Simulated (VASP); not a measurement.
Runs of VASP 6.6.1 on Rh. The structure is that of space group Pm-3m (No. 221), or close to it. The cells are those of the table. 

| task | cell | k mesh | cutoff (eV) | gap on the mesh (eV) | pressure (GPa) |
| --- | --- | --- | --- | --- | --- |
| single point | a = 2.549 Å, 1 atom | 14 × 14 × 14 | 520 | none | 7.2 |
| single point | a = 2.651 Å, 1 atom | 14 × 14 × 14 | 520 | none | -9.5 |
| single point | a = 2.618 Å, 1 atom | 14 × 14 × 14 | 520 | none | (a) |
| single point | a = 2.584 Å, 1 atom | 14 × 14 × 14 | 520 | none | (b) |
| single point | a = 2.476 Å, 1 atom | 14 × 14 × 14 | 520 | none | 27.6 |
| single point | a = 2.584 Å, 1 atom | 13 × 13 × 13 | 520 | none | 0.3 |
| relaxation of cell and atoms | relaxed from a = 2.458 Å, 1 atom | 13 × 13 × 13 | 600 | none | 0.1 |
| single point | a = 2.684 Å, 1 atom | 14 × 14 × 14 | 520 | none | -12.7 |

Alike in all rows: level BLYP; potentials or basis VASP PAW PBE potentials, release 64 (Rh_pv); no spin polarisation; smearing fermi-dirac 0.1 eV.

Q: Fill in the values left out.

A: (a) -5.3; (b) 0.2.

Caveats: the PAW data sets were made with another functional, which shifts forces and pressure a little.

A k mesh can miss the band edges, and the runs leave out spin-orbit coupling on Rh.

A gap of «none» marks levels without a gap at the run's occupations.
